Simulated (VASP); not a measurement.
# K3OF (Pm-3m) in VASP: a series of runs

K3OF is run at these levels: PBE; tasks: single point.

Everything below comes from runs of VASP 6.6.1. Logs are shortened: lines on timing, memory, paths and dates and some standing lists are left out, and cuts for length are marked.

## 1. The cell of the first run

It takes space group Pm-3m (No. 221, cubic). Conventional cell: a = 5.024 Å, b = 5.024 Å, c = 5.024 Å, α = 90.00°, β = 90.00°, γ = 90.00°. Within 4.7 Å of F (site symmetry m-3m) lie 12 K at 3.55 Å and 8 O at 4.35 Å. Within 3.3 Å of O (site symmetry m-3m) lie 6 K at 2.51 Å. Within 3.3 Å of K (site symmetry 4/mmm) lie 2 O at 2.51 Å.

## 2. Single point, PBE (volume changed by -6%)

Input file INCAR:

```
SYSTEM = K3OF
PREC = Accurate ; ENCUT = 520
EDIFF = 1E-6 ; ISMEAR = 0
SIGMA = 0.01 ; LREAL = .False.
LASPH = .True. ; NELM = 80
ALGO = Normal ; ISIF = 2
LWAVE = .False. ; LCHARG = .True.
GGA = PE ; LELF = .True.
LVHAR = .True. ; NBANDS = 28
```

Input file KPOINTS:

```
Automatic mesh
0
Gamma
  4 4 4
  0 0 0
```

Input file POSCAR:

```
K3OF
1.0
    5.0244556942      0.0000000000      0.0000000000
    0.0000000000      5.0244556942      0.0000000000
    0.0000000000      0.0000000000      5.0244556942
F O K
1 1 3
Direct
    0.0000000000      0.0000000000      0.0000000000
    0.5000000000      0.5000000000      0.5000000000
    0.5000000000      0.5000000000      0.0000000000
    0.5000000000      0.0000000000      0.5000000000
    0.0000000000      0.5000000000      0.5000000000
```

Potentials or basis: VASP PAW PBE potentials, release 64 (F, O, K_sv).

The run is started by

```bash
$ cat potpaw_PBE.64/F/POTCAR potpaw_PBE.64/O/POTCAR potpaw_PBE.64/K_sv/POTCAR > POTCAR
$ mpirun -np 1 vasp_std > vasp.out
```

OUTCAR:

```text
SYSTEM = K3OF
   PREC = Accurate
   ENCUT = 520
   EDIFF = 1E-6
   ISMEAR = 0
   LREAL = .False.
   LASPH = .True.
   NELM = 80
   ISIF = 2
   GGA = PE

 ion  position               nearest neighbor table
   1  0.000  0.000  0.000-
   2  0.500  0.500  0.500-   3 2.51   4 2.51   5 2.51   3 2.51   4 2.51   5 2.51
   3  0.500  0.500  0.000-   2 2.51   2 2.51   5 3.55   4 3.55   4 3.55   5 3.55   4 3.55   4 3.55
                             5 3.55   5 3.55
   4  0.500  0.000  0.500-   2 2.51   2 2.51   5 3.55   3 3.55   3 3.55   3 3.55   5 3.55   3 3.55
                             5 3.55   5 3.55
   5  0.000  0.500  0.500-   2 2.51   2 2.51   4 3.55   3 3.55   4 3.55   3 3.55   3 3.55   4 3.55
                             3 3.55   4 3.55

  LATTYP: Found a simple cubic cell.
 ALAT       =     5.0244556942

  Lattice vectors:

 A1 = (   5.0244556942,   0.0000000000,   0.0000000000)
 A2 = (   0.0000000000,   5.0244556942,   0.0000000000)
 A3 = (   0.0000000000,   0.0000000000,   5.0244556942)

Analysis of symmetry for initial positions (statically):
=====================================================================
 Subroutine PRICEL returns:
 Original cell was already a primitive cell.

 Routine SETGRP: Setting up the symmetry group for a
 simple cubic supercell.

 Subroutine GETGRP returns: Found 48 space group operations
 (whereof 48 operations were pure point group operations)
 out of a pool of 48 trial point group operations.

The static configuration has the point symmetry O_h .

Analysis of symmetry for dynamics (positions and initial velocities):
=====================================================================
 Subroutine PRICEL returns:
 Original cell was already a primitive cell.

 Routine SETGRP: Setting up the symmetry group for a
 simple cubic supercell.

 Subroutine GETGRP returns: Found 48 space group operations
 (whereof 48 operations were pure point group operations)
 out of a pool of 48 trial point group operations.

The dynamic configuration has the point symmetry O_h .

 Subroutine INISYM returns: Found 48 space group operations
 (whereof 48 operations are pure point group operations),
 and found     1 'primitive' translations

----------------------------------------------------------------------------------------

                                     Primitive cell

  volume of cell :     126.8432

  direct lattice vectors                    reciprocal lattice vectors
     5.024455694  0.000000000  0.000000000     0.199026534  0.000000000  0.000000000
[... 81 lines left out ...]
   IBRION =     -1    ionic relax: 0-MD 1-quasi-New 2-CG
   NFREE  =      0    steps in history (QN), initial steepest desc. (CG)
   ISIF   =      2    stress and relaxation
   ISYM   =      2    0-nonsym 1-usesym 2-fastsym
   POTIM  = 0.5000    time-step for ionic-motion
   TEBEG  =    0.0;   TEEND  =   0.0 temperature during run
   PSTRESS=    0.0 pullay stress
   NELECT =      40.0000    total number of electrons
   NUPDOWN=      -1.0000    fix difference up-down
   EMIN   =  10.00;   EMAX   =-10.00  energy-range for DOS
   EFERMI =   0.00;   METHOD = LEGACY
   ISMEAR =     0;   SIGMA  =   0.01  broadening in eV -4-tet -1-fermi 0-gaus
   EFERMI_NEDOS =   21; number of points for ismear=-14 and -15
   IALGO  =     38    algorithm
   IMIX   =      4    mixing-type and parameters
     AMIX     =   0.40;   BMIX     =  1.00
     AMIX_MAG =   1.60;   BMIX_MAG =  1.00
  volume/ion in A,a.u.               =      25.37       171.20
  Fermi-wavevector in a.u.,A,eV,Ry     =   1.114309  2.105739 16.894157  1.241686
  Thomas-Fermi vector in A             =   2.250903
   LORBIT       =      0    0 simple, 1 ext, 2 COOP (PROOUT), +10 PAW based schemes
   GGA     = PE    functional components
   LHFCALC =     F    Hartree Fock is set to
   AEXX    =    0.0000 exact exchange contribution
   IVDW    =     0    specifies the selected vdW correction
   LEPSILON=     F    determine dielectric tensor
   LRPA    =     F    only Hartree local field effects (RPA)
 non-spin polarized calculation
 Gauss-broadening in eV      SIGMA  =   0.01
  energy-cutoff  :      520.00
  volume of cell :      126.84
 maximum number of plane-waves:      3450
 NGX is ok and might be reduce to    40
   NGX = 19   NGY = 19   NGZ = 19

 number of electron      40.0000010 magnetization

 Free energy of the ion-electron system (eV)
  ---------------------------------------------------
  ext. energy  EPLUGINS =         0.00000000
  ---------------------------------------------------
  free energy    TOTEN  =       -17.41528851 eV

  energy without entropy =      -17.41528851  energy(sigma->0) =      -17.41528851

 E-fermi :   0.4151     XC(G=0):  -7.4734

 val. band max:        0.3317251433   @ k =   0.0000   0.0000   0.0000
 cond. band min:       1.2036708007   @ k =   0.0000   0.0000   0.0000
 fundamental gap:      0.8719456574
 Fermi energy:         0.4151307389

 k-point     1 :       0.0000    0.0000    0.0000
  band No.  band energies     occupation
      1     -29.8000      2.00000
      2     -29.6599      2.00000
      3     -29.6599      2.00000
      4     -21.1751      2.00000
      5     -14.5065      2.00000
      6     -13.5874      2.00000
[... 299 lines left out ...]
     27       5.8263      0.00000
     28       7.0523      0.00000

------------------------ aborting loop because EDIFF is reached ----------------------------------------

  FORCE on cell =-STRESS in cart. coord.  units (eV):
  Direction    XX          YY          ZZ          XY          YZ          ZX
  --------------------------------------------------------------------------------------
  -------------------------------------------------------------------------------------
  Total        1.2084990      1.2084990      1.2084990      0.0000000      0.0000000     -0.0000000
  in kB       15.2647546     15.2647546     15.2647546      0.0000000      0.0000000     -0.0000000
  external PRESSURE =      15.2647546 kB  Pullay stress =       0.0000000 kB

 VOLUME and BASIS-vectors are now :
 -----------------------------------------------------------------------------
  energy-cutoff  :      520.00
  volume of cell :      126.84
      direct lattice vectors                 reciprocal lattice vectors
     5.024455694  0.000000000  0.000000000     0.199026534  0.000000000  0.000000000
     0.000000000  5.024455694  0.000000000     0.000000000  0.199026534  0.000000000
     0.000000000  0.000000000  5.024455694     0.000000000  0.000000000  0.199026534

 POSITION                                       TOTAL-FORCE (eV/Angst)
 -----------------------------------------------------------------------------------
      0.00000      0.00000      0.00000         0.000000      0.000000      0.000000
      2.51223      2.51223      2.51223         0.000000      0.000000      0.000000
      2.51223      2.51223      0.00000         0.000000      0.000000      0.000000
      2.51223      0.00000      2.51223         0.000000      0.000000      0.000000
      0.00000      2.51223      2.51223         0.000000      0.000000      0.000000
 -----------------------------------------------------------------------------------
    total drift:                                0.000000      0.000000     -0.000000

  FREE ENERGIE OF THE ION-ELECTRON SYSTEM (eV)
  ---------------------------------------------------
  free  energy   TOTEN  =       -17.4152885138 eV

  energy  without entropy=      -17.4152885138  energy(sigma->0) =      -17.41528851
```

OSZICAR:

```text
N       E                     dE             d eps       ncg     rms          rms(c)
DAV:   1     0.320293336276E+03    0.32029E+03   -0.19218E+04   560   0.130E+03
DAV:   2    -0.138076225192E+01   -0.32167E+03   -0.31146E+03   708   0.379E+02
DAV:   3    -0.240319435498E+02   -0.22651E+02   -0.22575E+02   824   0.850E+01
DAV:   4    -0.246313846572E+02   -0.59944E+00   -0.59798E+00   844   0.133E+01
DAV:   5    -0.246559288010E+02   -0.24544E-01   -0.24543E-01   812   0.173E+00    0.135E+01
DAV:   6    -0.177745247157E+02    0.68814E+01   -0.33342E+01   616   0.234E+01    0.959E+00
DAV:   7    -0.175853874502E+02    0.18914E+00   -0.23977E+00   732   0.678E+00    0.779E+00
DAV:   8    -0.174252199590E+02    0.16017E+00   -0.62846E-01   644   0.418E+00    0.143E+00
DAV:   9    -0.174084922856E+02    0.16728E-01   -0.18888E-01   720   0.207E+00    0.589E-01
DAV:  10    -0.174112187951E+02   -0.27265E-02   -0.21388E-02   676   0.650E-01    0.261E-01
DAV:  11    -0.174165506322E+02   -0.53318E-02   -0.23570E-02   620   0.619E-01    0.266E-01
DAV:  12    -0.174153403510E+02    0.12103E-02   -0.17355E-02   628   0.448E-01    0.630E-02
DAV:  13    -0.174152764666E+02    0.63884E-04   -0.17854E-03   672   0.157E-01    0.295E-02
DAV:  14    -0.174152907879E+02   -0.14321E-04   -0.85233E-05   640   0.571E-02    0.165E-02
DAV:  15    -0.174152883569E+02    0.24311E-05   -0.51728E-05   768   0.237E-02    0.962E-03
DAV:  16    -0.174152885138E+02   -0.15690E-06   -0.61346E-06   700   0.907E-03
   1 F= -.17415289E+02 E0= -.17415289E+02  d E =-.162442E-33
```

It took 20 s on 1 thread of Intel Xeon 6975P-C (Granite Rapids), shared host; peak memory 0.24 GiB.

Results:

```yaml
Free_energy: -17.4153 eV
Pressure: 1.5 GPa
Band_gap_on_the_k_mesh: 0.87 eV, direct
```

## 3. Single point, PBE (volume changed by -3%)

Input file INCAR:

```
SYSTEM = K3OF
PREC     = Accurate       ! precision mode
ENCUT    = 520            ! plane-wave cutoff, eV
EDIFF    = 1E-6           ! SCF threshold, eV
ISMEAR   = 0              ! smearing method
SIGMA    = 0.01           ! smearing width, eV
LREAL    = .FALSE.        ! projectors in reciprocal space
LASPH    = .TRUE.         ! aspherical terms in the spheres
NELM     = 80             ! most SCF steps
ALGO     = Normal         ! electronic algorithm
ISIF     = 2              ! what is computed and relaxed
LWAVE    = .FALSE.        ! write WAVECAR
LCHARG   = .FALSE.        ! write CHGCAR
GGA      = PE             ! functional
NBANDS   = 28             ! bands
```

Input file KPOINTS:

```
Automatic mesh
0
G
  4 4 4
  0 0 0
```

POSCAR, as its differences from that of step 2:

```diff
@@ -2,5 +2,5 @@
 1.0
-    5.0244556942      0.0000000000      0.0000000000
-    0.0000000000      5.0244556942      0.0000000000
-    0.0000000000      0.0000000000      5.0244556942
+    5.0773485884      0.0000000000      0.0000000000
+    0.0000000000      5.0773485884      0.0000000000
+    0.0000000000      0.0000000000      5.0773485884
 F O K
```

Potentials or basis: VASP PAW PBE potentials, release 64 (F, O, K_sv).

The run is started by

```bash
$ cat potpaw_PBE.64/F/POTCAR potpaw_PBE.64/O/POTCAR potpaw_PBE.64/K_sv/POTCAR > POTCAR
$ mpirun -np 1 vasp_std > vasp.out
```

Run time: 21 s. Hardware: 1 thread of Intel Xeon 6975P-C (Granite Rapids), shared host; peak memory 0.25 GiB.

The run converged. Its results:

| Quantity | Value |
| --- | --- |
| Free energy | -17.4459 eV |
| Pressure | 0.7 GPa |
| Band gap on the k mesh | 0.87 eV, direct |

Levels at points of the mesh, in eV from the valence-band top:
```tsv
k point	band 18	band 19	band 20	band 21	band 22	band 23
(0.00, 0.00, 0.00)	0.00	0.00	0.00	0.87	3.77	3.77
(0.50, 0.00, 0.00)	-0.91	-0.11	-0.11	2.61	2.86	4.91
(0.50, 0.50, 0.00)	-0.99	-0.99	-0.22	3.79	4.02	4.02
(0.50, 0.50, 0.50)	-1.13	-1.13	-1.13	3.69	4.90	4.90
```

(Part 1 of 2 ends here.)
